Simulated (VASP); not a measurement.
# GeSb3O2 (P6/mmm) in VASP: notebook

GeSb3O2 is run at these levels: PBE; tasks: single point.

All numbers are computed with VASP 6.6.1; they aren't measurements. Logs are shortened: lines on timing, memory, paths and dates and some standing lists are left out, and cuts for length are marked.

### Step 1. The cell of the first run

The structure is hexagonal, space group P6/mmm (No. 191). The conventional cell has a = 5.307 Å, b = 5.307 Å, c = 5.003 Å, α = 90.00°, β = 90.00°, γ = 120.00°. Within 2.5 Å of Ge (site symmetry 6/mmm) lie 2 O at 1.89 Å. Sb (site symmetry mmm) has 4 Sb at 2.65 Å and 4 O at 2.72 Å within 3.5 Å. Within 1.7 Å of O (site symmetry 6mm) lie 1 O at 1.23 Å.

### Step 2. Single point, PBE

INCAR

```
SYSTEM = GeSb3O2
PREC     = Accurate       ! precision mode
ENCUT    = 520            ! plane-wave cutoff, eV
EDIFF    = 1E-6           ! SCF threshold, eV
ISMEAR   = 0              ! smearing method
SIGMA    = 0.1            ! smearing width, eV
LREAL    = .FALSE.        ! projectors in reciprocal space
LASPH    = .TRUE.         ! aspherical terms in the spheres
NELM     = 100            ! most SCF steps
ALGO     = Normal         ! electronic algorithm
ISIF     = 2              ! what is computed and relaxed
LWAVE    = .FALSE.        ! write WAVECAR
LCHARG   = .FALSE.        ! write CHGCAR
GGA      = PE             ! functional
NBANDS   = 30             ! bands
```

KPOINTS

```
Automatic mesh
0
G
  6 6 4
  0 0 0
```

POSCAR

```
GeSb3O2
1.0
    5.3071689100      0.0000000000      0.0000000000
   -2.6535844500      4.5961430900      0.0000000000
    0.0000000000      0.0000000000      5.0029626000
Ge Sb O
1 3 2
Direct
    0.0000000000      0.0000000000      0.0000000000
    0.5000000000      0.0000000000      0.5000000000
    0.0000000000      0.5000000000      0.5000000000
    0.5000000000      0.5000000000      0.5000000000
    0.0000000000      0.0000000000      0.3769231900
    0.0000000000      0.0000000000      0.6230768100
```

Potentials or basis: VASP PAW PBE potentials, release 64 (Ge_d, Sb, O).

Started as:

```
$ cat potpaw_PBE.64/Ge_d/POTCAR potpaw_PBE.64/Sb/POTCAR potpaw_PBE.64/O/POTCAR > POTCAR
$ mpirun -np 1 vasp_std > vasp.out
```

OUTCAR:

```text
SYSTEM = GeSb3O2
   PREC = Accurate
   ENCUT = 520
   EDIFF = 1E-6
   ISMEAR = 0
   LREAL = .FALSE.
   LASPH = .TRUE.
   NELM = 100
   ISIF = 2
   GGA = PE

 ion  position               nearest neighbor table
   1  0.000  0.000  0.000-   5 1.89   6 1.89
   2  0.500  0.000  0.500-   4 2.65   4 2.65   3 2.65   3 2.65   5 2.72   5 2.72   6 2.72   6 2.72

   3  0.000  0.500  0.500-   2 2.65   2 2.65   4 2.65   4 2.65   5 2.72   6 2.72   5 2.72   6 2.72

   4  0.500  0.500  0.500-   2 2.65   2 2.65   3 2.65   3 2.65   5 2.72   6 2.72   5 2.72   6 2.72

   5  0.000  0.000  0.377-   6 1.23   1 1.89   3 2.72   3 2.72   4 2.72   4 2.72   2 2.72   2 2.72

   6  0.000  0.000  0.623-   5 1.23   1 1.89   3 2.72   3 2.72   4 2.72   4 2.72   2 2.72   2 2.72

  LATTYP: Found a hexagonal cell.
 ALAT       =     5.3071689100
 C/A-ratio  =     0.9426801153

  Lattice vectors:

 A1 = (   5.3071689100,   0.0000000000,   0.0000000000)
 A2 = (  -2.6535844500,   4.5961430900,   0.0000000000)
 A3 = (   0.0000000000,   0.0000000000,   5.0029626000)

Analysis of symmetry for initial positions (statically):
=====================================================================
 Subroutine PRICEL returns:
 Original cell was already a primitive cell.

 Routine SETGRP: Setting up the symmetry group for a
 hexagonal supercell.

 Subroutine GETGRP returns: Found 24 space group operations
 (whereof 24 operations were pure point group operations)
 out of a pool of 24 trial point group operations.

The static configuration has the point symmetry D_6h.

Analysis of symmetry for dynamics (positions and initial velocities):
=====================================================================
 Subroutine PRICEL returns:
 Original cell was already a primitive cell.

 Routine SETGRP: Setting up the symmetry group for a
 hexagonal supercell.

 Subroutine GETGRP returns: Found 24 space group operations
 (whereof 24 operations were pure point group operations)
 out of a pool of 24 trial point group operations.

The dynamic configuration has the point symmetry D_6h.

 Subroutine INISYM returns: Found 24 space group operations
 (whereof 24 operations are pure point group operations),
 and found     1 'primitive' translations

----------------------------------------------------------------------------------------

                                     Primitive cell

  volume of cell :     122.0348

  direct lattice vectors                    reciprocal lattice vectors
     5.307168910  0.000000000  0.000000000     0.188424378  0.108786865  0.000000000
    -2.653584450  4.596143090  0.000000000     0.000000000  0.217573731  0.000000000
     0.000000000  0.000000000  5.002962600     0.000000000  0.000000000  0.199881566

  length of vectors
     5.307168910  5.307168900  5.002962600     0.217573731  0.217573731  0.199881566

  position of ions in fractional coordinates (direct lattice)
     0.000000000  0.000000000  0.000000000
     0.500000000  0.000000000  0.500000000
     1.000000000  0.500000000  0.500000000
     0.500000000  0.500000000  0.500000000
     0.000000000  0.000000000  0.376923190
     0.000000000  0.000000000  0.623076810

  ion indices of the primitive-cell ions
   primitive index   ion index
                 1           1
                 2           2
                 3           3
                 4           4
                 5           5
                 6           6

----------------------------------------------------------------------------------------

 KPOINTS: Automatic mesh

Automatic generation of k-mesh.
 Grid dimensions read from file:
 generate k-points for:    6    6    4

 Generating k-lattice:

  Cartesian coordinates                     Fractional coordinates (reciprocal lattice)
     0.031404063  0.018131144  0.000000000     0.166666667  0.000000000  0.000000000
     0.000000000  0.036262288  0.000000000     0.000000000  0.166666667  0.000000000
     0.000000000  0.000000000  0.049970392     0.000000000  0.000000000  0.250000000

  Length of vectors
     0.036262288  0.036262288  0.049970392

  Shift w.r.t. Gamma in fractional coordinates (k-lattice)
     0.000000000  0.000000000  0.000000000

 Subroutine IBZKPT returns following result:
 ===========================================

 Found     21 irreducible k-points:

 Following reciprocal coordinates:
            Coordinates               Weight
  0.000000  0.000000  0.000000      1.000000
  0.166667  0.000000  0.000000      6.000000
  0.333333  0.000000  0.000000      6.000000
  0.500000  0.000000  0.000000      3.000000
  0.166667  0.166667  0.000000      6.000000
  0.333333  0.166667  0.000000     12.000000
[... 13 lines left out ...]
  0.333333  0.166667  0.500000     12.000000
  0.333333  0.333333  0.500000      2.000000
   k-points           NKPTS =     21   k-points in BZ     NKDIM =     21   number of bands    NBANDS=     30
   number of dos      NEDOS =    301   number of ions     NIONS =      6
   total plane-waves  NPLWV =  64000
   dimension x,y,z NGX =    40 NGY =   40 NGZ =   40
   dimension x,y,z NGXF=    80 NGYF=   80 NGZF=   80
   ions per type =               1   3   2
   NGX,Y,Z   is equivalent  to a cutoff of  12.53, 12.53, 13.29 a.u.
   NGXF,Y,Z  is equivalent  to a cutoff of  25.06, 25.06, 26.58 a.u.
 SYSTEM =  GeSb3O2
   PREC   = accura    normal or accurate (medium, high low for compatibility)
   ISTART =      0    job   : 0-new  1-cont  2-samecut
   ICHARG =      2    charge: 1-file 2-atom 10-const
   ISPIN  =      1    spin polarized calculation?
   LNONCOLLINEAR =      F non collinear calculations
   LSORBIT =      F    spin-orbit coupling
   LASPH  =      T    aspherical Exc in radial PAW
   ENCUT  =  520.0 eV  38.22 Ry    6.18 a.u.   9.87  9.87  9.30*2*pi/ulx,y,z
   NELM   =    100;   NELMIN=  2; NELMDL= -5     # of ELM steps
   EDIFF  = 0.1E-05   stopping-criterion for ELM
   LREAL  =      F    real-space projection
   EDIFFG = 0.1E-04   stopping-criterion for IOM
   NSW    =      0    number of steps for IOM
   IBRION =     -1    ionic relax: 0-MD 1-quasi-New 2-CG
   NFREE  =      0    steps in history (QN), initial steepest desc. (CG)
   ISIF   =      2    stress and relaxation
   ISYM   =      2    0-nonsym 1-usesym 2-fastsym
   POTIM  = 0.5000    time-step for ionic-motion
   TEBEG  =    0.0;   TEEND  =   0.0 temperature during run
   PSTRESS=    0.0 pullay stress
   NELECT =      41.0000    total number of electrons
   NUPDOWN=      -1.0000    fix difference up-down
   EMIN   =  10.00;   EMAX   =-10.00  energy-range for DOS
   EFERMI =   0.00;   METHOD = LEGACY
   ISMEAR =     0;   SIGMA  =   0.10  broadening in eV -4-tet -1-fermi 0-gaus
   EFERMI_NEDOS =   21; number of points for ismear=-14 and -15
   IALGO  =     38    algorithm
   IMIX   =      4    mixing-type and parameters
     AMIX     =   0.40;   BMIX     =  1.00
     AMIX_MAG =   1.60;   BMIX_MAG =  1.00
  volume/ion in A,a.u.               =      20.34       137.26
  Fermi-wavevector in a.u.,A,eV,Ry     =   1.138085  2.150670 17.622790  1.295239
  Thomas-Fermi vector in A             =   2.274790
   LORBIT       =      0    0 simple, 1 ext, 2 COOP (PROOUT), +10 PAW based schemes
   GGA     = PE    functional components
   LHFCALC =     F    Hartree Fock is set to
   AEXX    =    0.0000 exact exchange contribution
   IVDW    =     0    specifies the selected vdW correction
   LEPSILON=     F    determine dielectric tensor
   LRPA    =     F    only Hartree local field effects (RPA)
 non-spin polarized calculation
 Gauss-broadening in eV      SIGMA  =   0.10
  energy-cutoff  :      520.00
  volume of cell :      122.03
 maximum number of plane-waves:      3304
 NGX is ok and might be reduce to    40
   NGX = 19   NGY = 19   NGZ = 19

 number of electron      41.0000005 magnetization

 Free energy of the ion-electron system (eV)
  ---------------------------------------------------
  ext. energy  EPLUGINS =         0.00000000
  ---------------------------------------------------
  free energy    TOTEN  =       -19.06459530 eV

  energy without entropy =      -19.05800386  energy(sigma->0) =      -19.06129958

 E-fermi :   7.0961     XC(G=0):  -9.8728

 val. band max:        7.0769615468   @ k =   0.5000   0.0000   0.2500
 cond. band min:       7.1332272235   @ k =   0.5000   0.0000   0.5000
 fundamental gap:      0.0562656767
 Fermi energy:         7.0961097198

 k-point     1 :       0.0000    0.0000    0.0000
  band No.  band energies     occupation
      1     -20.5452      2.00000
      2     -18.4965      2.00000
      3     -18.4820      2.00000
      4     -18.4820      2.00000
      5     -18.4272      2.00000
      6     -18.4272      2.00000
[... 22 lines left out ...]
     29      13.8991      0.00000
     30      13.8991      0.00000

 k-point     2 :       0.1667    0.0000    0.0000
  band No.  band energies     occupation
      1     -20.5449      2.00000
      2     -18.4964      2.00000
      3     -18.4820      2.00000
      4     -18.4820      2.00000
      5     -18.4272      2.00000
      6     -18.4272      2.00000
[... 22 lines left out ...]
     29      13.0996      0.00000
     30      14.1827      0.00000

 k-point     3 :       0.3333    0.0000    0.0000
  band No.  band energies     occupation
      1     -20.5444      2.00000
      2     -18.4963      2.00000
      3     -18.4821      2.00000
      4     -18.4820      2.00000
      5     -18.4272      2.00000
      6     -18.4271      2.00000
[... 22 lines left out ...]
     29      12.9195      0.00000
     30      13.7511      0.00000

 k-point     4 :       0.5000    0.0000    0.0000
  band No.  band energies     occupation
      1     -20.5441      2.00000
      2     -18.4962      2.00000
      3     -18.4821      2.00000
      4     -18.4820      2.00000
      5     -18.4272      2.00000
      6     -18.4271      2.00000
[... 517 lines left out ...]
     29      13.9508      0.00000
     30      14.8072      0.00000

 k-point    20 :       0.3333    0.1667    0.5000
  band No.  band energies     occupation
      1     -20.4195      2.00000
      2     -18.6912      2.00000
      3     -18.4830      2.00000
      4     -18.4830      2.00000
      5     -18.4272      2.00000
      6     -18.4271      2.00000
[... 22 lines left out ...]
     29      14.0722      0.00000
     30      14.1303      0.00000

 k-point    21 :       0.3333    0.3333    0.5000
  band No.  band energies     occupation
      1     -20.4195      2.00000
      2     -18.6912      2.00000
      3     -18.4830      2.00000
      4     -18.4830      2.00000
      5     -18.4271      2.00000
      6     -18.4271      2.00000
[... 22 lines left out ...]
     29      13.7687      0.00000
     30      14.2928      0.00000

------------------------ aborting loop because EDIFF is reached ----------------------------------------

  FORCE on cell =-STRESS in cart. coord.  units (eV):
  Direction    XX          YY          ZZ          XY          YZ          ZX
  --------------------------------------------------------------------------------------
  -------------------------------------------------------------------------------------
  Total       30.3085667     30.3085666     17.6119920      0.0000000      0.0000000      0.0000000
  in kB      397.9167989    397.9167974    231.2253017      0.0000004      0.0000000      0.0000000
  external PRESSURE =     342.3529660 kB  Pullay stress =       0.0000000 kB

 VOLUME and BASIS-vectors are now :
 -----------------------------------------------------------------------------
  energy-cutoff  :      520.00
  volume of cell :      122.03
      direct lattice vectors                 reciprocal lattice vectors
     5.307168910  0.000000000  0.000000000     0.188424378  0.108786865  0.000000000
    -2.653584450  4.596143090  0.000000000     0.000000000  0.217573731  0.000000000
     0.000000000  0.000000000  5.002962600     0.000000000  0.000000000  0.199881566

 POSITION                                       TOTAL-FORCE (eV/Angst)
 -----------------------------------------------------------------------------------
      0.00000      0.00000      0.00000         0.000000      0.000000      0.000000
      2.65358      0.00000      2.50148         0.000000      0.000000      0.000000
     -1.32679      2.29807      2.50148         0.000000      0.000000      0.000000
      1.32679      2.29807      2.50148         0.000000      0.000000      0.000000
      0.00000      0.00000      1.88573        -0.000000     -0.000000     -6.561070
      0.00000      0.00000      3.11723        -0.000000      0.000000      6.561070
 -----------------------------------------------------------------------------------
    total drift:                                0.000000      0.000000     -0.000000

  FREE ENERGIE OF THE ION-ELECTRON SYSTEM (eV)
  ---------------------------------------------------
  free  energy   TOTEN  =       -19.0645953015 eV

  energy  without entropy=      -19.0580038615  energy(sigma->0) =      -19.06129958
```

Run time: 70 s. Hardware: 1 thread of Intel Xeon Platinum 8488C (Sapphire Rapids), shared host; peak memory 0.28 GiB.

What came out:

| Property | Result |
| --- | --- |
| Free energy | -19.0646 eV |
| Pressure | 34.2 GPa |
| Largest force | 6.561 eV/Å |

Forces on the atoms (eV/Å):
```
Ge   0.000  0.000  0.000
Sb   0.000  0.000  0.000
Sb   0.000  0.000  0.000
Sb   0.000  0.000  0.000
O    0.000  0.000 -6.561
O    0.000  0.000  6.561
```

Levels at points of the mesh, in eV from the Fermi level:
| k point | band 16 | band 17 | band 18 | band 19 | band 20 | band 21 | band 22 | band 23 | band 24 | band 25 |
| --- | --- | --- | --- | --- | --- | --- | --- | --- | --- | --- |
| (0.00, 0.00, 0.00) | -3.59 | -2.45 | -2.45 | -1.63 | -1.63 | 0.78 | 0.78 | 1.34 | 1.34 | 3.33 |
| (0.50, 0.00, 0.00) | -3.48 | -2.72 | -1.22 | -0.70 | -0.56 | -0.07 | 0.34 | 1.34 | 1.88 | 1.90 |
| (0.00, 0.00, 0.50) | -3.51 | -3.44 | -3.44 | -1.49 | -1.49 | 0.35 | 0.35 | 1.82 | 1.82 | 3.62 |
| (0.50, 0.00, 0.50) | -4.52 | -3.81 | -1.85 | -1.05 | 0.04 | 0.70 | 1.28 | 2.11 | 2.37 | 2.69 |

Caveat: the standard files for N, O and F lose accuracy on very short bonds; spin-orbit coupling is left out, which moves the levels of the heavy elements; an odd number of electrons without spin polarisation forces a metal; a magnetic or distorted state may lie lower.

(Continued in part 2 of 2.)
